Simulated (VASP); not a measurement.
# Sc in VASP: notebook

Sc is run at these levels: PBE, pbe exchange, lyp correlation; tasks: single point.

All numbers are computed with VASP 6.6.1; they aren't measurements. Logs are shortened: lines on timing, memory, paths and dates and some standing lists are left out, and cuts for length are marked.

**1. The cell of the first run**

The typed cell holds 2 atoms: a = 3.309 Å, b = 3.309 Å, c = 5.273 Å, α = 90.00°, β = 90.00°, γ = 120.00°.

**2. Single point, PBE (atoms moved at random)**

Contents of INCAR:

```
SYSTEM = Sc
PREC = Accurate ; ENCUT = 520
EDIFF = 1E-6 ; ISMEAR = -1
SIGMA = 0.05 ; LREAL = .False.
LASPH = .True. ; NELM = 80
ALGO = Fast ; ISIF = 2
LWAVE = .False. ; LCHARG = .False.
GGA = PE ; NBANDS = 18
```

Contents of KPOINTS:

```
regular mesh
0
Gamma
  9 9 5
  0 0 0
```

Contents of POSCAR:

```
Sc
1.0
    3.3090000000      0.0000000000      0.0000000000
   -1.6545000000      2.8656780611      0.0000000000
    0.0000000000      0.0000000000      5.2733000000
Sc
2
Direct
    0.6691860000      0.3239330000      0.7463070000
    0.3351240000      0.6657790000      0.2468990000
```

Potentials or basis: VASP PAW PBE potentials, release 64 (Sc_sv).

Command:

```bash
cat potpaw_PBE.64/Sc_sv/POTCAR > POTCAR
mpirun -np 1 vasp_std > vasp.out
```

OUTCAR:

```text
SYSTEM = Sc
   PREC = Accurate
   ENCUT = 520
   EDIFF = 1E-6
   ISMEAR = -1
   LREAL = .False.
   LASPH = .True.
   NELM = 80
   ISIF = 2
   GGA = PE

 ion  position               nearest neighbor table
   1  0.669  0.324  0.746-   2 3.24   2 3.24   2 3.25   2 3.26   2 3.27   2 3.27
   2  0.335  0.666  0.247-   1 3.24   1 3.24   1 3.25   1 3.26   1 3.27   1 3.27

  LATTYP: Found a hexagonal cell.
 ALAT       =     3.3090000000
 C/A-ratio  =     1.5936234512

  Lattice vectors:

 A1 = (   3.3090000000,   0.0000000000,   0.0000000000)
 A2 = (  -1.6545000000,   2.8656780611,   0.0000000000)
 A3 = (   0.0000000000,   0.0000000000,   5.2733000000)

Analysis of symmetry for initial positions (statically):
=====================================================================
 Subroutine PRICEL returns:
 Original cell was already a primitive cell.

 Routine SETGRP: Setting up the symmetry group for a
 hexagonal supercell.

 Subroutine GETGRP returns: Found  2 space group operations
 (whereof  1 operations were pure point group operations)
 out of a pool of 24 trial point group operations.

The static configuration has the point symmetry C_1 .
 The point group associated with its full space group is S_2 .

Analysis of symmetry for dynamics (positions and initial velocities):
=====================================================================
 Subroutine PRICEL returns:
 Original cell was already a primitive cell.

 Routine SETGRP: Setting up the symmetry group for a
 hexagonal supercell.

 Subroutine GETGRP returns: Found  2 space group operations
 (whereof  1 operations were pure point group operations)
 out of a pool of 24 trial point group operations.

The dynamic configuration has the point symmetry C_1 .
 The point group associated with its full space group is S_2 .

 Subroutine INISYM returns: Found  2 space group operations
 (whereof  1 operations are pure point group operations),
 and found     1 'primitive' translations

----------------------------------------------------------------------------------------

                                     Primitive cell

  volume of cell :      50.0042

  direct lattice vectors                    reciprocal lattice vectors
     3.309000000  0.000000000  0.000000000     0.302206105  0.174478776  0.000000000
    -1.654500000  2.865678061  0.000000000     0.000000000  0.348957552  0.000000000
     0.000000000  0.000000000  5.273300000     0.000000000  0.000000000  0.189634574

[... 82 lines left out ...]
   NELM   =     80;   NELMIN=  2; NELMDL= -5     # of ELM steps
   EDIFF  = 0.1E-05   stopping-criterion for ELM
   LREAL  =      F    real-space projection
   EDIFFG = 0.1E-04   stopping-criterion for IOM
   NSW    =      0    number of steps for IOM
   IBRION =     -1    ionic relax: 0-MD 1-quasi-New 2-CG
   NFREE  =      0    steps in history (QN), initial steepest desc. (CG)
   ISIF   =      2    stress and relaxation
   ISYM   =      2    0-nonsym 1-usesym 2-fastsym
   POTIM  = 0.5000    time-step for ionic-motion
   TEBEG  =    0.0;   TEEND  =   0.0 temperature during run
   PSTRESS=    0.0 pullay stress
   NELECT =      22.0000    total number of electrons
   NUPDOWN=      -1.0000    fix difference up-down
   EMIN   =  10.00;   EMAX   =-10.00  energy-range for DOS
   EFERMI =   0.00;   METHOD = LEGACY
   ISMEAR =    -1;   SIGMA  =   0.05  broadening in eV -4-tet -1-fermi 0-gaus
   EFERMI_NEDOS =   21; number of points for ismear=-14 and -15
   IALGO  =     68    algorithm
   IMIX   =      4    mixing-type and parameters
     AMIX     =   0.40;   BMIX     =  1.00
     AMIX_MAG =   1.60;   BMIX_MAG =  1.00
  volume/ion in A,a.u.               =      25.00       168.72
  Fermi-wavevector in a.u.,A,eV,Ry     =   1.245127  2.352948 21.093660  1.550340
  Thomas-Fermi vector in A             =   2.379363
   LORBIT       =      0    0 simple, 1 ext, 2 COOP (PROOUT), +10 PAW based schemes
   GGA     = PE    functional components
   LHFCALC =     F    Hartree Fock is set to
   AEXX    =    0.0000 exact exchange contribution
   IVDW    =     0    specifies the selected vdW correction
   LEPSILON=     F    determine dielectric tensor
   LRPA    =     F    only Hartree local field effects (RPA)
 non-spin polarized calculation
 RMM-DIIS sequential band-by-band and
  energy-cutoff  :      520.00
  volume of cell :       50.00
 maximum number of plane-waves:      1387
 NGX is ok and might be reduce to    28
   NGX = 13   NGY = 13   NGZ = 19

 number of electron      21.9999999 magnetization

 Free energy of the ion-electron system (eV)
  ---------------------------------------------------
  ext. energy  EPLUGINS =         0.00000000
  ---------------------------------------------------
  free energy    TOTEN  =       -12.50963919 eV

  energy without entropy =      -12.47369585  energy(sigma->0) =      -12.49166752

 E-fermi :   3.5989     XC(G=0):  -9.8214

 val. band max:        3.5988599825   @ k =  -0.1111  -0.3333  -0.4000
 cond. band min:       3.5991160087   @ k =   0.1111   0.3333  -0.4000
 fundamental gap:      0.0002560262
 Fermi energy:         3.5988999196

 k-point     1 :       0.0000    0.0000    0.0000
  band No.  band energies     occupation
      1     -45.8615      2.00000
      2     -45.8004      2.00000
      3     -24.6666      2.00000
      4     -24.3467      2.00000
      5     -24.3424      2.00000
      6     -24.2896      2.00000
[... 481 lines left out ...]
      5     -24.5154      2.00000
      6     -24.4276      2.00000
[... 10 lines left out ...]
     17       7.1332      0.00000
     18       7.4447      0.00000

 [... further k-points ...]

------------------------ aborting loop because EDIFF is reached ----------------------------------------

  FORCE on cell =-STRESS in cart. coord.  units (eV):
  Direction    XX          YY          ZZ          XY          YZ          ZX
  --------------------------------------------------------------------------------------
  -------------------------------------------------------------------------------------
  Total       -0.0721805     -0.0068921     -0.5090817      0.0223714      0.0003807     -0.0003166
  in kB       -2.3127255     -0.2208292    -16.3114073      0.7168000      0.0121994     -0.0101448
  external PRESSURE =      -6.2816540 kB  Pullay stress =       0.0000000 kB

 VOLUME and BASIS-vectors are now :
 -----------------------------------------------------------------------------
  energy-cutoff  :      520.00
  volume of cell :       50.00
      direct lattice vectors                 reciprocal lattice vectors
     3.309000000  0.000000000  0.000000000     0.302206105  0.174478776  0.000000000
    -1.654500000  2.865678061  0.000000000     0.000000000  0.348957552  0.000000000
     0.000000000  0.000000000  5.273300000     0.000000000  0.000000000  0.189634574

 POSITION                                       TOTAL-FORCE (eV/Angst)
 -----------------------------------------------------------------------------------
      1.67839      0.92829      3.93550        -0.019745      0.030441      0.011356
      0.00739      1.90791      1.30197         0.019745     -0.030441     -0.011356
 -----------------------------------------------------------------------------------
    total drift:                                0.000000      0.000002      0.000047

  FREE ENERGIE OF THE ION-ELECTRON SYSTEM (eV)
  ---------------------------------------------------
  free  energy   TOTEN  =       -12.5096391930 eV

  energy  without entropy=      -12.4736958487  energy(sigma->0) =      -12.49166752
```

OSZICAR:

```text
N       E                     dE             d eps       ncg     rms          rms(c)
DAV:   1     0.360300829116E+03    0.36030E+03   -0.10969E+04  7332   0.130E+03
DAV:   2     0.731864658225E+01   -0.35298E+03   -0.34545E+03  9060   0.539E+02
DAV:   3    -0.135012886276E+02   -0.20820E+02   -0.20014E+02 12238   0.157E+02
DAV:   4    -0.139293031134E+02   -0.42801E+00   -0.42545E+00 11030   0.201E+01
DAV:   5    -0.139346226655E+02   -0.53196E-02   -0.53177E-02 12638   0.242E+00    0.750E+00
RMM:   6    -0.125950935130E+02    0.13395E+01   -0.18727E+00  7588   0.175E+01    0.261E+00
RMM:   7    -0.125295848400E+02    0.65509E-01   -0.35405E+00  9664   0.137E+01    0.147E+00
RMM:   8    -0.125004833772E+02    0.29101E-01   -0.21958E-01  7972   0.547E+00    0.533E-01
RMM:   9    -0.125076574837E+02   -0.71741E-02   -0.12013E-01 10508   0.205E+00    0.132E-01
RMM:  10    -0.125090940438E+02   -0.14366E-02   -0.20992E-02 10865   0.807E-01    0.602E-02
RMM:  11    -0.125094597415E+02   -0.36570E-03   -0.49050E-03 11289   0.464E-01    0.310E-02
RMM:  12    -0.125095904463E+02   -0.13070E-03   -0.14386E-03 12120   0.188E-01    0.542E-03
RMM:  13    -0.125096360286E+02   -0.45582E-04   -0.39181E-04 10950   0.848E-02    0.945E-03
RMM:  14    -0.125096357402E+02    0.28839E-06   -0.76778E-05 10075   0.514E-02    0.270E-03
RMM:  15    -0.125096389282E+02   -0.31880E-05   -0.27272E-05  9307   0.271E-02    0.163E-03
RMM:  16    -0.125096391930E+02   -0.26475E-06   -0.63432E-06  8685   0.187E-02
   1 F= -.12509639E+02 E0= -.12491668E+02  d E =-.359433E-01
```

Wall time 5.4 min (1 thread of Intel Xeon 8259CL, shared host); peak memory 0.29 GiB.

What came out:

```
Free energy            : -12.5096 eV
Pressure               : -0.6 GPa
Largest force          : 0.038 eV/Å
Band gap on the k mesh : zero (bands 11 and 12 overlap by 1.11 eV)
```

Forces in eV/Å, atoms in the order of the input:
```
Sc  -0.020  0.030  0.011
Sc   0.020 -0.030 -0.011
```

Stress tensor (GPa, compression positive):
```
-0.23  0.07  0.00
 0.07 -0.02  0.00
 0.00  0.00 -1.63
```

Caveat: the cell differs from its parent crystal (atoms moved at random).

**3. Single point, pbe exchange, lyp correlation, non-collinear spin, typed start (23.50 Å³/atom)**

This run uses another cell than the first one, of 23.50 Å³/atom.

Contents of INCAR:

```
SYSTEM = Sc
ALGO     = Normal         ! electronic algorithm
EDIFF    = 1E-6           ! SCF threshold, eV
ENCUT    = 500            ! plane-wave cutoff, eV
GGA      = LIBXC          ! functional
GGA_COMPAT= .False.      
ISIF     = 2              ! what is computed and relaxed
ISMEAR   = -1             ! smearing method
LASPH    = .True.         ! aspherical terms in the spheres
LCHARG   = .False.        ! write CHGCAR
LIBXC1   = GGA_X_PBE    
LIBXC2   = GGA_C_LYP    
LMAXMIX  = 4              ! l up to which the mixer works
LNONCOLLINEAR= .True.         ! non-collinear magnetism
LORBIT   = 11             ! projections on sites
LREAL    = .False.        ! projectors in reciprocal space
LWAVE    = .False.        ! write WAVECAR
MAGMOM   = 0.062 -0.457 -0.352 0.327 0.304 0.058 ! initial moments
NBANDS   = 34             ! bands
NELM     = 200            ! most SCF steps
PREC     = Accurate       ! precision mode
SIGMA    = 0.01           ! smearing width, eV
```

Contents of KPOINTS:

```
k-points
0
Gamma
  7 7 4
  0 0 0
```

Contents of POSCAR:

```
Sc
1.0
    3.2414504337      0.0000000000      0.0000000000
   -1.6207252169      2.8071784207      0.0000000000
    0.0000000000      0.0000000000      5.1656514271
Sc
2
Direct
    0.6666666667      0.3333333333      0.7500000000
    0.3333333333      0.6666666667      0.2500000000
```

Potentials or basis: VASP PAW PBE potentials, release 64 (Sc_sv).

Command:

```bash
cat potpaw_PBE.64/Sc_sv/POTCAR > POTCAR
mpirun -np 1 vasp_ncl > vasp.out
```

It took 3.5 min on 1 thread of Intel Xeon 6975P-C (Granite Rapids), shared host; peak memory 0.51 GiB.

It converged, with:

```yaml
Free_energy: -10.8674 eV
Pressure: 3.7 GPa
Band_gap_on_the_k_mesh: zero (bands 22 and 23 overlap by 1.32 eV)
Net_moment: 0.00 μB per cell
Valence_electrons_inside_the_program's_atomic_spheres: Sc 9.47
```

Stress tensor (GPa, compression positive):
```
4.62 0.00 0.00
0.00 4.62 0.00
0.00 0.00 1.80
```

Levels at points of the mesh, in eV from the Fermi level:
```tsv
k point	band 18	band 19	band 20	band 21	band 22	band 23	band 24	band 25	band 26	band 27
(0.00, 0.00, 0.00)	-5.17	-1.77	-1.77	0.64	0.65	1.54	1.54	1.54	1.54	1.67
(0.00, 0.00, 0.50)	-3.61	-3.61	-3.61	0.84	0.84	0.84	0.84	1.48	1.48	1.48
```

Moments on the atoms (μB; x, y, z):
```
Sc  0.00 0.00 0.00
Sc  0.00 0.00 0.00
```

Caveat: the cell stands under pressure; the PAW data sets were made with another functional, which shifts forces and pressure a little.
